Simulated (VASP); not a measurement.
CuO: single point with PBE

Crystal: CuO.

```xyz
4
Lattice="0.0000 -2.1166 -2.1166 -2.1166 0.0000 -2.1166 2.1166 2.1166 -4.2331" Properties=species:S:1:pos:R:3 pbc="T T T"
Cu    0.0233   -0.0336   -4.1419
Cu    0.0233    2.0829   -6.2584
O    -0.0233    0.0336   -6.4409
O    -0.0233    0.0336   -2.2078
```

```yaml
Program: VASP 6.6.1
Task: single point
Functional: PBE
Potentials_or_basis: VASP PAW PBE potentials, release 64 (Cu, O)
Cutoff: 520 eV
k_mesh: 10 × 10 × 6
Occupations: fermi-dirac, width 0.05 eV
Spin: no spin polarisation
```

```json
{
 "Pressure": "6.1 GPa",
 "Largest force": "1.248 eV/Å",
 "Band gap on the k mesh": "zero (bands 17 and 18 overlap by 1.13 eV)"
}
```

Forces on the atoms (eV/Å):
```
Cu  -0.229  0.327 -1.182
Cu  -0.229  0.327 -1.182
O    0.229 -0.327  1.182
O    0.229 -0.327  1.182
```

Stress tensor (GPa, compression positive):
```
 3.08  0.23 -0.71
 0.23  3.84  1.08
-0.71  1.08 11.24
```

Levels at points of the mesh, in eV from the Fermi level:
```tsv
k point	band 13	band 14	band 15	band 16	band 17	band 18	band 19	band 20	band 21	band 22
(0.00, 0.00, 0.00)	-1.62	-1.55	-1.45	-1.16	0.53	0.69	1.39	5.88	9.45	13.85
(0.50, 0.00, 0.00)	-1.58	-1.58	-0.75	-0.75	-0.28	-0.28	7.15	7.15	9.56	9.56
(0.00, 0.50, 0.00)	-1.51	-1.51	-0.61	-0.61	-0.30	-0.30	7.16	7.16	9.49	9.49
(0.50, 0.50, 0.00)	-1.71	-1.71	-1.57	-1.46	0.50	0.66	5.51	5.90	9.45	10.87
(0.00, 0.00, 0.50)	-1.88	-1.88	-0.17	-0.17	-0.05	-0.05	4.17	4.17	12.02	12.02
(0.50, 0.00, 0.50)	-1.67	-1.66	-1.48	-1.47	0.46	0.60	5.56	5.92	9.46	10.64
(0.00, 0.50, 0.50)	-1.67	-1.64	-1.48	-1.41	0.69	0.74	5.57	5.84	9.44	10.62
(0.50, 0.50, 0.50)	-1.59	-1.59	-0.74	-0.74	-0.44	-0.44	7.12	7.12	9.67	9.67
```

It took 3.1 min on 1 thread of Intel(R) Xeon(R) Platinum 8488C (Sapphire Rapids), on a shared host, peak memory 0.34 GiB.

Caveat: the cell stands under pressure; semilocal functionals often make such compounds metallic where correlation or magnetic order opens a gap, which also shifts bond lengths; forces of over 1 eV/Å act on the atoms, so gaps and moduli don't describe the material at rest. With open d or f shells a metallic result of PBE can be an artefact of self-interaction; +U or a hybrid may open a gap.
